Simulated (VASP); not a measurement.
# C (C2/m) in VASP: further runs, part 2 of 2

VASP 6.6.1. The steps go on from the part before.

**3. Single point, r2SCAN (the part above a cut slid along it)**

Contents of POSCAR:

```
C
1.0
    1.7801417073     -1.7801417073      0.0000000000
    1.7801417073      0.0000000000     -1.7801417073
    7.4171384377      6.9722810251      6.9722810251
C
12
Direct
    0.6441034733      0.6441034733      0.2708666667
   -0.0086798600     -0.0086798600      0.1042000000
    0.2968868067      0.2968868067      0.4375333333
    0.6024534733      0.6024534733      0.7708666667
    0.9496701400      0.9496701400      0.6042000000
    0.2552368067      0.2552368067      0.9375333333
    0.6336909733      0.6336909733      0.3958666667
    0.9809076400      0.9809076400      0.2292000000
    0.2864743067      0.2864743067      0.5625333333
    0.5920409733      0.5920409733      0.8958666667
   -0.0607423600     -0.0607423600      0.7292000000
    0.3281243067      0.3281243067      0.0625333333
```

Contents of INCAR.step1:

```
SYSTEM = C
PREC     = Accurate       ! precision mode
ENCUT    = 520            ! plane-wave cutoff, eV
ISMEAR   = 0              ! smearing method
SIGMA    = 0.05           ! smearing width, eV
LREAL    = .FALSE.        ! projectors in reciprocal space
LASPH    = .TRUE.         ! aspherical terms in the spheres
NELM     = 100            ! most SCF steps
NBANDS   = 36             ! bands
GGA      = PE             ! functional
ALGO     = Normal         ! electronic algorithm
EDIFF    = 1E-4           ! SCF threshold, eV
LWAVE    = .TRUE.         ! write WAVECAR
LCHARG   = .FALSE.        ! write CHGCAR
```

Contents of INCAR.step2:

```
SYSTEM = C
PREC     = Accurate       ! precision mode
ENCUT    = 520            ! plane-wave cutoff, eV
EDIFF    = 1E-6           ! SCF threshold, eV
ISMEAR   = 0              ! smearing method
SIGMA    = 0.05           ! smearing width, eV
LREAL    = .FALSE.        ! projectors in reciprocal space
LASPH    = .TRUE.         ! aspherical terms in the spheres
NELM     = 100            ! most SCF steps
ALGO     = Normal         ! electronic algorithm
ISIF     = 2              ! what is computed and relaxed
LWAVE    = .FALSE.        ! write WAVECAR
LCHARG   = .TRUE.         ! write CHGCAR
METAGGA  = R2SCAN         ! meta-GGA
LMIXTAU  = .TRUE.       
LELF     = .TRUE.         ! ELF
LVHAR    = .TRUE.       
NBANDS   = 36             ! bands
ISTART   = 1
```

Contents of KPOINTS:

```
regular mesh
0
G
  10 10 2
  0 0 0
```

Potentials or basis: VASP PAW PBE potentials, release 64 (C).

Started as:

```
$ cat potpaw_PBE.64/C/POTCAR > POTCAR
$ cp INCAR.step1 INCAR
$ mpirun -np 1 vasp_std > vasp.out
$ cp INCAR.step2 INCAR
$ mpirun -np 1 vasp_std > vasp.out
```

OUTCAR:

```text
SYSTEM = C
   PREC = Accurate
   ENCUT = 520
   EDIFF = 1E-6
   ISMEAR = 0
   LREAL = .FALSE.
   LASPH = .TRUE.
   NELM = 100
   ISIF = 2
   METAGGA = R2SCAN
   ISTART = 1

 ion  position               nearest neighbor table
   1  0.644  0.644  0.271-   7 1.54   8 1.54   8 1.54   8 1.54
   2  0.991  0.991  0.104-   8 1.54  12 1.54  12 1.54  12 1.54
   3  0.297  0.297  0.438-   7 1.54   7 1.54   7 1.54   9 1.54
   4  0.602  0.602  0.771-  10 1.54  11 1.54  11 1.54  11 1.54
   5  0.950  0.950  0.604-  11 1.54   9 1.54   9 1.54   9 1.54
   6  0.255  0.255  0.938-  10 1.54  10 1.54  10 1.54  12 1.58
   7  0.634  0.634  0.396-   3 1.54   3 1.54   3 1.54   1 1.54
   8  0.981  0.981  0.229-   2 1.54   1 1.54   1 1.54   1 1.54
   9  0.286  0.286  0.563-   3 1.54   5 1.54   5 1.54   5 1.54
  10  0.592  0.592  0.896-   6 1.54   6 1.54   6 1.54   4 1.54
  11  0.939  0.939  0.729-   5 1.54   4 1.54   4 1.54   4 1.54
  12  0.328  0.328  0.063-   2 1.54   2 1.54   2 1.54   6 1.58

  LATTYP: Found a base centered monoclinic cell.
 ALAT       =     4.3604388527
 B/A-ratio  =     0.5773502692
[... 1145 lines left out ...]
     35      19.8962      0.00000
     36      20.0881      0.00000

 [... further k-points ...]

------------------------ aborting loop because EDIFF is reached ----------------------------------------

  FORCE on cell =-STRESS in cart. coord.  units (eV):
  Direction    XX          YY          ZZ          XY          YZ          ZX
  --------------------------------------------------------------------------------------
  -------------------------------------------------------------------------------------
  Total       -5.9639122      3.7541382      3.7541382     -1.1127519      3.4806581     -1.1127522
  in kB     -141.1551906     88.8537709     88.8537709    -26.3368575     82.3809850    -26.3368645
  external PRESSURE =      12.1841171 kB  Pullay stress =       0.0000000 kB

 VOLUME and BASIS-vectors are now :
 -----------------------------------------------------------------------------
  energy-cutoff  :      520.00
  volume of cell :       67.69
      direct lattice vectors                 reciprocal lattice vectors
     1.780141707 -1.780141707  0.000000000     0.183351508 -0.378401523  0.183351508
     1.780141707  0.000000000 -1.780141707     0.183351508  0.183351508 -0.378401523
     7.417138438  6.972281025  6.972281025     0.046812753  0.046812753  0.046812753

 POSITION                                       TOTAL-FORCE (eV/Angst)
 -----------------------------------------------------------------------------------
      4.30225      0.74196      0.74196         0.004606     -0.004567     -0.004567
      4.30225     -1.03818     -1.03818         0.001808      0.115224      0.115224
      4.30225      2.52210      2.52210         0.003294     -0.002396     -0.002396
      7.86253      4.30225      4.30225         0.236688     -0.173513     -0.173513
      7.86253      2.52210      2.52210         0.024867     -0.015903     -0.015903
      7.86253      6.08239      6.08239         2.209513     -1.192763     -1.192763
      5.19232      1.63203      1.63203        -0.024867      0.015903      0.015903
      5.19232     -0.14811     -0.14811        -0.236688      0.173513      0.173513
      5.19232      3.41218      3.41218        -0.003294      0.002396      0.002396
      8.75260      5.19232      5.19232        -0.001808     -0.115224     -0.115224
      8.75260      3.41218      3.41218        -0.004606      0.004567      0.004567
      1.63203     -0.14811     -0.14811        -2.209513      1.192763      1.192763
 -----------------------------------------------------------------------------------
    total drift:                                0.000000     -0.000004     -0.000004

  FREE ENERGIE OF THE ION-ELECTRON SYSTEM (eV)
  ---------------------------------------------------
  free  energy   TOTEN  =      -117.3575231007 eV

  energy  without entropy=     -117.3575231007  energy(sigma->0) =     -117.35752310
```

OUTCAR.step1:

```text
SYSTEM = C
   PREC = Accurate
   ENCUT = 520
   ISMEAR = 0
   LREAL = .FALSE.
   LASPH = .TRUE.
[... 1201 lines left out ...]
      8.75260      5.19232      5.19232         0.019356     -0.109769     -0.109769
      8.75260      3.41218      3.41218        -0.002399      0.003939      0.003939
      1.63203     -0.14811     -0.14811        -2.099513      1.107035      1.107035
 -----------------------------------------------------------------------------------
    total drift:                               -0.000004     -0.000002     -0.000002

  FREE ENERGIE OF THE ION-ELECTRON SYSTEM (eV)
  ---------------------------------------------------
  free  energy   TOTEN  =      -108.5470726166 eV

  energy  without entropy=     -108.5470726166  energy(sigma->0) =     -108.54707262
```

OSZICAR.step1:

```text
N       E                     dE             d eps       ncg     rms          rms(c)
DAV:   1     0.126234908317E+03    0.12623E+03   -0.25475E+04  4464   0.131E+03
DAV:   2    -0.103350515399E+03   -0.22959E+03   -0.21715E+03  5752   0.256E+02
DAV:   3    -0.112290242205E+03   -0.89397E+01   -0.88740E+01  5904   0.462E+01
DAV:   4    -0.112396456602E+03   -0.10621E+00   -0.10596E+00  5912   0.533E+00
DAV:   5    -0.112398385666E+03   -0.19291E-02   -0.19277E-02  5696   0.693E-01    0.137E+01
DAV:   6    -0.109507410344E+03    0.28910E+01   -0.19148E+00  5200   0.652E+00    0.814E+00
DAV:   7    -0.108543885070E+03    0.96353E+00   -0.24142E+00  5176   0.753E+00    0.171E+00
DAV:   8    -0.108546796015E+03   -0.29109E-02   -0.66205E-02  5608   0.122E+00    0.104E-01
DAV:   9    -0.108547012647E+03   -0.21663E-03   -0.14003E-03  5788   0.213E-01    0.400E-02
DAV:  10    -0.108547072617E+03   -0.59969E-04   -0.90447E-05  3836   0.586E-02
   1 F= -.10854707E+03 E0= -.10854707E+03  d E =-.206413E-17
```

Wall time 10 min (1 thread of Intel Xeon 8259CL, shared host); peak memory 0.25 GiB.

Results:

| Property | Result |
| --- | --- |
| Free energy | -117.3575 eV |
| Pressure | 1.2 GPa |
| Largest force | 2.780 eV/Å |
| Band gap on the k mesh | 3.77 eV (least direct gap 5.36 eV) |

Forces on the atoms (eV/Å):
```
C    0.005 -0.005 -0.005
C    0.002  0.115  0.115
C    0.003 -0.002 -0.002
C    0.237 -0.174 -0.174
C    0.025 -0.016 -0.016
C    2.210 -1.193 -1.193
C   -0.025  0.016  0.016
C   -0.237  0.174  0.174
C   -0.003  0.002  0.002
C   -0.002 -0.115 -0.115
C   -0.005  0.005  0.005
C   -2.210  1.193  1.193
```

Levels at points of the mesh, in eV from the valence-band top:
```
           k point  band 20  band 21  band 22  band 23  band 24  band 25  band 26  band 27  band 28  band 29
(0.00, 0.00, 0.00)    -1.45    -1.41    -0.61    -0.49     0.00     5.36     5.42     5.62     6.34     6.72
(0.50, 0.00, 0.00)    -5.49    -4.66    -4.57    -3.57    -2.84     4.09     4.69     5.11     5.25     6.93
(0.50, 0.50, 0.00)    -5.90    -4.65    -4.60    -3.58    -3.40     4.60     4.89     5.14     5.36     6.70
(0.00, 0.00, 0.50)    -1.64    -0.94    -0.71    -0.70    -0.58     5.71     5.73     5.92     6.07     6.28
(0.50, 0.00, 0.50)    -5.51    -4.22    -4.03    -3.72    -3.18     4.36     4.73     5.19     5.82     5.95
(0.50, 0.50, 0.50)    -5.56    -4.48    -4.14    -3.79    -3.74     4.62     4.74     5.78     5.87     6.02
```

Caveat: the cell differs from its parent crystal (the part above a cut slid along it); the stress differs along the axes, from -14 to 9 GPa; the PAW data sets were made with another functional, which shifts forces and pressure a little. A k mesh can miss the band edges.
